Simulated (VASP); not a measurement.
A run of VASP 6.6.1:

Contents of POSCAR:

```
FeSi
1.0
    4.4479762236      0.0000000000      0.0000000000
    0.0000000000      4.4479762236      0.0000000000
    0.0000000000      0.0000000000      4.4479762236
Fe Si
4 4
Direct
    0.1353307707      0.1353307707      0.1353307707
    0.3646692293      0.8646692293      0.6353307707
    0.6353307707      0.3646692293      0.8646692293
    0.8646692293      0.6353307707      0.3646692293
    0.8405001179      0.8405001179      0.8405001179
    0.6594998821      0.1594998821      0.3405001179
    0.3405001179      0.6594998821      0.1594998821
    0.1594998821      0.3405001179      0.6594998821
```

The input INCAR.step1:

```
  ALGO = Normal
  EDIFF = 1E-4
  ENCUT = 520
  GGA = PE
  ISMEAR = 0
  LASPH = True
  LCHARG = False
  LREAL = False
  LWAVE = True
  NBANDS = 34
  NELM = 60
  PREC = Accurate
  SIGMA = 0.05
```

Contents of INCAR.step2:

```
  ALGO = Normal
  EDIFF = 1E-6
  ENCUT = 520
  ISIF = 2
  ISMEAR = 0
  ISTART = 1
  LASPH = True
  LCHARG = False
  LMIXTAU = True
  LREAL = False
  LWAVE = False
  METAGGA = R2SCAN
  NBANDS = 34
  NELM = 60
  PREC = Accurate
  SIGMA = 0.05
```

KPOINTS

```
k-points
0
Gamma
  8 8 8
```

Potentials or basis: VASP PAW PBE potentials, release 64 (Fe, Si).

The run is started by

```console
$ cat potpaw_PBE.64/Fe/POTCAR potpaw_PBE.64/Si/POTCAR > POTCAR
$ cp INCAR.step1 INCAR
$ mpirun -np 1 vasp_std > vasp.out
$ cp INCAR.step2 INCAR
$ mpirun -np 1 vasp_std > vasp.out
```

Hardware: 1 thread of Intel(R) Xeon(R) 6975P-C (Granite Rapids), with other jobs on the host.

Q: Estimate the wall time of this run.

A: Wall time 3.2 min on 1 thread of Intel(R) Xeon(R) 6975P-C (Granite Rapids), on a shared host, peak memory 0.28 GiB. Counts: k points 45.
